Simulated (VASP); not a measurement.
# C in VASP: notebook

The runs below take C through single point, with PBE+D3(BJ).

All numbers are computed with VASP 6.6.1; they aren't measurements. Logs are shortened: lines on timing, memory, paths and dates and some standing lists are left out, and cuts for length are marked.

## 1. The cell of the first run

Symmetry: P6_3mc, No. 186, hexagonal system. Conventional cell: a = 2.456 Å, b = 2.456 Å, c = 29.492 Å, α = 90.00°, β = 90.00°, γ = 120.00°. C (site symmetry 3m) has 3 C at 1.42 Å within 1.9 Å. C (site symmetry 3m) has 3 C at 1.42 Å within 1.9 Å. Within 1.9 Å of C (site symmetry 3m) lie 3 C at 1.42 Å. C (site symmetry 3m) has 3 C at 1.42 Å within 1.9 Å. Within 1.9 Å of C (site symmetry 3m) lie 3 C at 1.42 Å. Within 1.9 Å of C (site symmetry 3m) lie 3 C at 1.42 Å.

## 2. Single point, PBE+D3(BJ), collinear spin

The input, INCAR:

```
SYSTEM = C
  ALGO = Normal
  EDIFF = 1E-7
  ENCUT = 520
  GGA = PE
  ISIF = 2
  ISMEAR = 0
  ISPIN = 2
  IVDW = 12
  LASPH = .TRUE.
  LCHARG = .FALSE.
  LORBIT = 11
  LREAL = .FALSE.
  LWAVE = .FALSE.
  MAGMOM = 1 1 1 1 1 1 1 1 1 1 1 1
  NBANDS = 40
  NELM = 150
  PREC = Accurate
  SIGMA = 0.1
```

The input, KPOINTS:

```
k-points
0
G
  12 12 1
  0 0 0
```

The input, POSCAR:

```
C
1.0
    2.4562499605      0.0000000000      0.0000000000
   -1.2281249803      2.1271748638      0.0000000000
    0.0000000000      0.0000000000     29.4918787000
C
12
Direct
    0.6666666700      0.3333333300      0.9983718000
    0.6666666700      0.3333333300      0.4983719100
    0.6666666700      0.3333333300      0.7327879500
    0.6666666700      0.3333333300      0.2327903300
    0.0000000000      0.0000000000      0.6158379900
    0.3333333300      0.6666666700      0.2327879500
    0.0000000000      0.0000000000      0.1158379900
    0.6666666700      0.3333333300      0.6158400100
    0.3333333300      0.6666666700      0.7327903300
    0.3333333300      0.6666666700      0.1158400100
    0.3333333300      0.6666666700      0.4983718000
    0.3333333300      0.6666666700      0.9983719100
```

Potentials or basis: VASP PAW PBE potentials, release 64 (C).

The run is started by

```console
$ cat potpaw_PBE.64/C/POTCAR > POTCAR
$ mpirun -np 1 vasp_std > vasp.out
```

OUTCAR:

```text
SYSTEM = C
   EDIFF = 1E-7
   ENCUT = 520
   GGA = PE
   ISIF = 2
   ISMEAR = 0
   ISPIN = 2
   IVDW = 12
   LASPH = .TRUE.
   LORBIT = 11
   LREAL = .FALSE.
   NELM = 150
   PREC = Accurate
 IVDW          = 12

 ion  position               nearest neighbor table
   1  0.667  0.333  0.998-  12 1.42  12 1.42  12 1.42
   2  0.667  0.333  0.498-  11 1.42  11 1.42  11 1.42
   3  0.667  0.333  0.733-   9 1.42   9 1.42   9 1.42
   4  0.667  0.333  0.233-   6 1.42   6 1.42   6 1.42
   5  0.000  0.000  0.616-   8 1.42   8 1.42   8 1.42
   6  0.333  0.667  0.233-   4 1.42   4 1.42   4 1.42
   7  0.000  0.000  0.116-  10 1.42  10 1.42  10 1.42
   8  0.667  0.333  0.616-   5 1.42   5 1.42   5 1.42
   9  0.333  0.667  0.733-   3 1.42   3 1.42   3 1.42
  10  0.333  0.667  0.116-   7 1.42   7 1.42   7 1.42
  11  0.333  0.667  0.498-   2 1.42   2 1.42   2 1.42
  12  0.333  0.667  0.998-   1 1.42   1 1.42   1 1.42

  LATTYP: Found a hexagonal cell.
 ALAT       =     2.4562499605
 C/A-ratio  =    12.0068719285

  Lattice vectors:

 A1 = (   2.4562499605,   0.0000000000,   0.0000000000)
 A2 = (  -1.2281249803,   2.1271748638,   0.0000000000)
 A3 = (   0.0000000000,   0.0000000000,  29.4918787000)

Analysis of symmetry for initial positions (statically):
=====================================================================
 Subroutine PRICEL returns:
 Original cell was already a primitive cell.

 Routine SETGRP: Setting up the symmetry group for a
 hexagonal supercell.

 Subroutine GETGRP returns: Found 12 space group operations
 (whereof  6 operations were pure point group operations)
 out of a pool of 24 trial point group operations.

The static configuration has the point symmetry C_3v.
 The point group associated with its full space group is C_6v.

Analysis of symmetry for dynamics (positions and initial velocities):
=====================================================================
 Subroutine PRICEL returns:
 Original cell was already a primitive cell.

 Routine SETGRP: Setting up the symmetry group for a
 hexagonal supercell.

 Subroutine GETGRP returns: Found 12 space group operations
 (whereof  6 operations were pure point group operations)
 out of a pool of 24 trial point group operations.

The dynamic configuration has the point symmetry C_3v.
 The point group associated with its full space group is C_6v.

Analysis of structural, dynamic, and magnetic symmetry:
=====================================================================
 Subroutine PRICEL returns:
 Original cell was already a primitive cell.

 Routine SETGRP: Setting up the symmetry group for a
 hexagonal supercell.

 Subroutine GETGRP returns: Found 12 space group operations
 (whereof  6 operations were pure point group operations)
 out of a pool of 24 trial point group operations.

The overall configuration has the point symmetry C_3v.
 The point group associated with its full space group is C_6v.

 Subroutine INISYM returns: Found 12 space group operations
 (whereof  6 operations are pure point group operations),
 and found     1 'primitive' translations

----------------------------------------------------------------------------------------

                                     Primitive cell

  volume of cell :     154.0913

  direct lattice vectors                    reciprocal lattice vectors
     2.456249961  0.000000000  0.000000000     0.407124688  0.235053549  0.000000000
    -1.228124980  2.127174864  0.000000000     0.000000000  0.470107097  0.000000000
     0.000000000  0.000000000 29.491878700     0.000000000  0.000000000  0.033907640

  length of vectors
     2.456249961  2.456249960 29.491878700     0.470107097  0.470107097  0.033907640

  position of ions in fractional coordinates (direct lattice)
     0.666666670  0.333333330  0.998371800
     0.666666670  0.333333330  0.498371910
     0.666666670  0.333333330  0.732787950
     0.666666670  0.333333330  0.232790330
     0.000000000  0.000000000  0.615837990
     0.333333330  0.666666670  0.232787950
     0.000000000  0.000000000  0.115837990
     0.666666670  0.333333330  0.615840010
     0.333333330  0.666666670  0.732790330
     0.333333330  0.666666670  0.115840010
     0.333333330  0.666666670  0.498371800
     0.333333330  0.666666670  0.998371910

  ion indices of the primitive-cell ions
   primitive index   ion index
                 1           1
                 2           2
                 3           3
                 4           4
                 5           5
                 6           6
                 7           7
                 8           8
                 9           9
                10          10
[... 24 lines left out ...]
 Subroutine IBZKPT returns following result:
 ===========================================

 Found     19 irreducible k-points:

 Following reciprocal coordinates:
            Coordinates               Weight
  0.000000  0.000000  0.000000      1.000000
  0.083333 -0.000000  0.000000      6.000000
  0.166667  0.000000  0.000000      6.000000
  0.250000  0.000000  0.000000      6.000000
  0.333333  0.000000  0.000000      6.000000
  0.416667  0.000000  0.000000      6.000000
[... 11 lines left out ...]
  0.333333  0.250000  0.000000     12.000000
  0.333333  0.333333  0.000000      2.000000
   k-points           NKPTS =     19   k-points in BZ     NKDIM =     19   number of bands    NBANDS=     40
   number of dos      NEDOS =    301   number of ions     NIONS =     12
   total plane-waves  NPLWV =  72576
   dimension x,y,z NGX =    18 NGY =   18 NGZ =  224
   dimension x,y,z NGXF=    36 NGYF=   36 NGZF=  448
   ions per type =              12
   NGX,Y,Z   is equivalent  to a cutoff of  12.18, 12.18, 12.63 a.u.
   NGXF,Y,Z  is equivalent  to a cutoff of  24.37, 24.37, 25.25 a.u.
 SYSTEM =  C
   PREC   = accura    normal or accurate (medium, high low for compatibility)
   ISTART =      0    job   : 0-new  1-cont  2-samecut
   ICHARG =      2    charge: 1-file 2-atom 10-const
   ISPIN  =      2    spin polarized calculation?
   LNONCOLLINEAR =      F non collinear calculations
   LSORBIT =      F    spin-orbit coupling
   LASPH  =      T    aspherical Exc in radial PAW
   ENCUT  =  520.0 eV  38.22 Ry    6.18 a.u.   4.57  4.57 54.84*2*pi/ulx,y,z
   NELM   =    150;   NELMIN=  2; NELMDL= -5     # of ELM steps
   EDIFF  = 0.1E-06   stopping-criterion for ELM
   LREAL  =      F    real-space projection
   EDIFFG = 0.1E-05   stopping-criterion for IOM
   NSW    =      0    number of steps for IOM
   IBRION =     -1    ionic relax: 0-MD 1-quasi-New 2-CG
   NFREE  =      0    steps in history (QN), initial steepest desc. (CG)
   ISIF   =      2    stress and relaxation
   ISYM   =      2    0-nonsym 1-usesym 2-fastsym
   POTIM  = 0.5000    time-step for ionic-motion
   TEBEG  =    0.0;   TEEND  =   0.0 temperature during run
   PSTRESS=    0.0 pullay stress
   NELECT =      48.0000    total number of electrons
   NUPDOWN=      -1.0000    fix difference up-down
   EMIN   =  10.00;   EMAX   =-10.00  energy-range for DOS
   EFERMI =   0.00;   METHOD = LEGACY
   ISMEAR =     0;   SIGMA  =   0.10  broadening in eV -4-tet -1-fermi 0-gaus
   EFERMI_NEDOS =   21; number of points for ismear=-14 and -15
   IALGO  =     38    algorithm
   IMIX   =      4    mixing-type and parameters
     AMIX     =   0.40;   BMIX     =  1.00
     AMIX_MAG =   1.60;   BMIX_MAG =  1.00
  volume/ion in A,a.u.               =      12.84        86.65
  Fermi-wavevector in a.u.,A,eV,Ry     =   1.109760  2.097143 16.756498  1.231568
  Thomas-Fermi vector in A             =   2.246304
   LORBIT       =     11    0 simple, 1 ext, 2 COOP (PROOUT), +10 PAW based schemes
   GGA     = PE    functional components
   LHFCALC =     F    Hartree Fock is set to
   AEXX    =    0.0000 exact exchange contribution
   IVDW    =    12    specifies the selected vdW correction
   LEPSILON=     F    determine dielectric tensor
   LRPA    =     F    only Hartree local field effects (RPA)
 spin polarized calculation
 Gauss-broadening in eV      SIGMA  =   0.10
  energy-cutoff  :      520.00
  volume of cell :      154.09
 maximum number of plane-waves:      4206
   NGX =  9   NGY =  9   NGZ =109

 number of electron      47.9999985 magnetization      10.1861468

 number of electron      47.9999986 magnetization       0.0000147

 Free energy of the ion-electron system (eV)
  ---------------------------------------------------
  ext. energy  EPLUGINS =         0.00000000
  ---------------------------------------------------
  free energy    TOTEN  =      -110.59371297 eV

  energy without entropy =     -110.58745930  energy(sigma->0) =     -110.59058614

 E-fermi :   1.9021     XC(G=0):  -7.6230

 val. band max:        1.8982164554   @ k =   0.3333   0.3333   0.0000
 cond. band min:       1.9027582132   @ k =   0.3333   0.3333   0.0000
 fundamental gap:      0.0045417577
 Fermi energy:         1.9020696162

 spin component 1

 k-point     1 :       0.0000    0.0000    0.0000
  band No.  band energies     occupation
      1     -17.7815      1.00000
      2     -17.7815      1.00000
      3     -17.7026      1.00000
      4     -17.7025      1.00000
      5     -17.6143      1.00000
      6     -17.6143      1.00000
[... 730 lines left out ...]
     35      12.6982      0.00000
     36      12.7437      0.00000
 Fermi energy:         1.9020696162

 spin component 2

 k-point     1 :       0.0000    0.0000    0.0000
  band No.  band energies     occupation
      1     -17.7815      1.00000
      2     -17.7815      1.00000
      3     -17.7026      1.00000
      4     -17.7025      1.00000
      5     -17.6143      1.00000
      6     -17.6143      1.00000
[... 730 lines left out ...]
     35      12.6981      0.00000
     36      12.7437      0.00000
 [bands above 36 left out]

------------------------ aborting loop because EDIFF is reached ----------------------------------------

 Edisp (eV)   -1.55520

 E8    (eV) :    -0.4514

  FORCE on cell =-STRESS in cart. coord.  units (eV):
  Direction    XX          YY          ZZ          XY          YZ          ZX
  --------------------------------------------------------------------------------------
  -------------------------------------------------------------------------------------
  Total       3.70598     3.70598    -0.42131    -0.00000    -0.00000     0.00000
  in kB      38.53323    38.53323    -4.38059    -0.00000    -0.00000     0.00000
  external pressure =       24.23 kB  Pullay stress =        0.00 kB

 VOLUME and BASIS-vectors are now :
 -----------------------------------------------------------------------------
  energy-cutoff  :      520.00
  volume of cell :      154.09
      direct lattice vectors                 reciprocal lattice vectors
     2.456249961  0.000000000  0.000000000     0.407124688  0.235053549  0.000000000
    -1.228124980  2.127174864  0.000000000     0.000000000  0.470107097  0.000000000
     0.000000000  0.000000000 29.491878700     0.000000000  0.000000000  0.033907640

 POSITION                                       TOTAL-FORCE (eV/Angst)
 -----------------------------------------------------------------------------------
      1.22812      0.70906     29.44386         0.000000      0.000000      0.002326
      1.22812      0.70906     14.69792         0.000000     -0.000000      0.017411
      1.22812      0.70906     21.61129        -0.000000     -0.000000     -0.014960
      1.22812      0.70906      6.86542         0.000000     -0.000000     -0.001223
      0.00000      0.00000     18.16222         0.000000     -0.000000     -0.001231
     -0.00000      1.41812      6.86535        -0.000000      0.000000     -0.014960
      0.00000      0.00000      3.41628        -0.000000      0.000000     -0.001231
      1.22812      0.70906     18.16228        -0.000000     -0.000000     -0.002322
     -0.00000      1.41812     21.61136         0.000000      0.000000     -0.001223
     -0.00000      1.41812      3.41634         0.000000      0.000000     -0.002322
     -0.00000      1.41812     14.69792         0.000000     -0.000000      0.002326
     -0.00000      1.41812     29.44386        -0.000000     -0.000000      0.017411
 -----------------------------------------------------------------------------------
    total drift:                               -0.000000     -0.000000      0.000433

  FREE ENERGIE OF THE ION-ELECTRON SYSTEM (eV)
  ---------------------------------------------------
  free  energy   TOTEN  =      -112.1489158932 eV

  energy  without entropy=     -112.1426622277  energy(sigma->0) =     -112.14578906

 total charge

# of ion       s       p       d       tot
------------------------------------------
    1        0.866   1.799   0.000   2.665
    2        0.866   1.798   0.000   2.664
    3        0.866   1.798   0.000   2.664
    4        0.866   1.799   0.000   2.665
    5        0.866   1.800   0.000   2.665
    6        0.866   1.798   0.000   2.664
    7        0.866   1.800   0.000   2.665
    8        0.866   1.797   0.000   2.663
    9        0.866   1.799   0.000   2.665
   10        0.866   1.797   0.000   2.663
   11        0.866   1.799   0.000   2.665
   12        0.866   1.798   0.000   2.664
--------------------------------------------------
tot         10.390  21.581   0.000  31.971

 magnetization (x)

# of ion       s       p       d       tot
------------------------------------------
    1        0.000   0.000   0.000   0.000
    2       -0.000  -0.000   0.000  -0.000
    3       -0.000  -0.000   0.000  -0.000
    4        0.000   0.000   0.000   0.000
    5        0.000   0.000   0.000   0.000
    6       -0.000  -0.000   0.000  -0.000
    7        0.000   0.000   0.000   0.000
    8       -0.000  -0.000   0.000  -0.000
    9        0.000   0.000   0.000   0.000
   10       -0.000  -0.000   0.000  -0.000
   11        0.000   0.000   0.000   0.000
   12       -0.000  -0.000   0.000  -0.000
--------------------------------------------------
tot          0.000   0.000   0.000   0.000
```

It took 4.5 min on 1 thread of Intel Xeon 6975P-C (Granite Rapids), shared host; peak memory 0.4 GiB.

What came out:

```
Free energy                                           : -112.1489 eV
Pressure                                              : 2.4 GPa
Largest force                                         : 0.017 eV/Å
Net moment                                            : 0.00 μB per cell
Valence electrons inside the program's atomic spheres : C 2.67, 2.66 (each value once)
Dispersion energy per atom                            : -0.130 eV
```

Forces in eV/Å, atoms in the order of the input:
```
C    0.000  0.000  0.002
C    0.000  0.000  0.017
C    0.000  0.000 -0.015
C    0.000  0.000 -0.001
C    0.000  0.000 -0.001
C    0.000  0.000 -0.015
C    0.000  0.000 -0.001
C    0.000  0.000 -0.002
C    0.000  0.000 -0.001
C    0.000  0.000 -0.002
C    0.000  0.000  0.002
C    0.000  0.000  0.017
```

Stress tensor (GPa, compression positive):
```
 3.85  0.00  0.00
 0.00  3.85  0.00
 0.00  0.00 -0.44
```

(Continued in part 2 of 2.)
